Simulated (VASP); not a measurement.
# NaCl: single point with LDA

The system is NaCl.

```
CELL_PARAMETERS angstrom
3.78237 0.00000 0.00000
0.00000 3.78237 0.00000
0.00000 0.00000 3.50219
ATOMIC_POSITIONS crystal
Na 0.00000 0.00000 0.00000
Cl 0.50000 0.50000 0.50000
```

This cell differs from its parent crystal: strain +0.080 along x and y, +0.000 along z.

| Property | Result |
| --- | --- |
| Program | VASP 6.6.1 |
| Task | single point |
| Functional | LDA |
| Potentials or basis | VASP PAW LDA potentials, release 64 (Na_pv, Cl) |
| Cutoff | 520 eV |
| k mesh | 6 × 6 × 6 |
| Occupations | gaussian, width 0.05 eV |
| Spin | no spin polarisation |

| Item | Value |
| --- | --- |
| Pressure | -4.9 GPa |
| Band gap on the k mesh | 2.84 eV, indirect (least direct gap 3.14 eV) |

Stress tensor (GPa, compression positive):
```
-6.36  0.00  0.00
 0.00 -6.36  0.00
 0.00  0.00 -2.07
```

Levels at points of the mesh, in eV from the valence-band top:
```csv
k point,band 4,band 5,band 6,band 7,band 8,band 9,band 10,band 11
"(0.00, 0.00, 0.00)",-13.13,-0.85,-0.85,-0.30,2.84,7.75,8.49,13.20
"(0.50, 0.00, 0.00)",-12.93,-2.72,-0.68,-0.15,5.83,6.79,10.10,10.32
"(0.50, 0.50, 0.00)",-12.77,-2.17,-2.17,0.00,4.57,9.36,9.41,9.41
"(0.00, 0.00, 0.50)",-12.80,-2.71,-0.56,-0.56,5.68,7.26,9.95,10.60
"(0.50, 0.00, 0.50)",-12.64,-2.21,-2.00,-0.39,5.04,8.75,9.03,9.66
"(0.50, 0.50, 0.50)",-12.49,-1.90,-1.68,-1.68,6.39,6.49,6.49,9.86
```

Wall time 9.4 s on 1 thread of AMD EPYC 9R45 96-Core Processor (Zen 5) (shared host), peak memory 0.12 GiB.

Caveat: the cell differs from its parent crystal (strain +0.080 along x and y, +0.000 along z). A k mesh can miss the band edges.
